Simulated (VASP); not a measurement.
Wanted: the native input for a VASP 6.6.1 run.

```yaml
Task: single point
Functional: PBE
Potentials_or_basis: VASP PAW PBE potentials, release 64 (Hf_pv, Se, S)
Cutoff: 520 eV
k_mesh: 8 × 8 × 8
Occupations: gaussian, width 0.1 eV
Spin: no spin polarisation
Dipole_correction: no
Further_INCAR_settings: ALGO = Normal; EDIFF = 1e-07; NBANDS = 29
```

The structure of HfSeS4 lies in POSCAR:

```
HfSeS4
1.0
    0.0000000000      4.4690022848      4.4690022848
    4.4690022848      0.0000000000      4.4690022848
    4.4690022848      4.4690022848      0.0000000000
Hf Se S
1 1 4
Direct
    0.0000000000      0.0000000000      0.0000000000
    0.5000000000      0.5000000000      0.5000000000
    0.3590990586      0.3590990586      0.9227028242
    0.3590990586      0.9227028242      0.3590990586
    0.9227028242      0.3590990586      0.3590990586
    0.3590990586      0.3590990586      0.3590990586
```

The cell was built from a structure type or drawn by symmetry, and may not be a known phase.

These files were run (other wordings do the same):

INCAR

```
PREC = Accurate ; ENCUT = 520
EDIFF = 1E-7 ; ISMEAR = 0
SIGMA = 0.1 ; LREAL = False
LASPH = True ; NELM = 80
ALGO = Normal ; ISIF = 2
LWAVE = False ; LCHARG = True
GGA = PE ; LELF = True
LVHAR = True ; NBANDS = 29
```

KPOINTS

```
Automatic mesh
0
Gamma
  8 8 8
```

Potentials or basis: VASP PAW PBE potentials, release 64 (Hf_pv, Se, S).

Command:

```bash
$ cat potpaw_PBE.64/Hf_pv/POTCAR potpaw_PBE.64/Se/POTCAR potpaw_PBE.64/S/POTCAR > POTCAR
$ mpirun -np 1 vasp_std > vasp.out
```

It gave:

| Property | Result |
| --- | --- |
| Pressure | -0.1 GPa |
| Largest force | 0.047 eV/Å |
| Band gap on the k mesh | zero (bands 20 and 21 overlap by 0.31 eV) |

Caveat: spin-orbit coupling is left out, which moves the levels of the heavy elements.

Wall time 2.2 min on 1 thread of AMD EPYC 9R45 96-Core Processor (Zen 5) (shared host), peak memory 0.38 GiB.
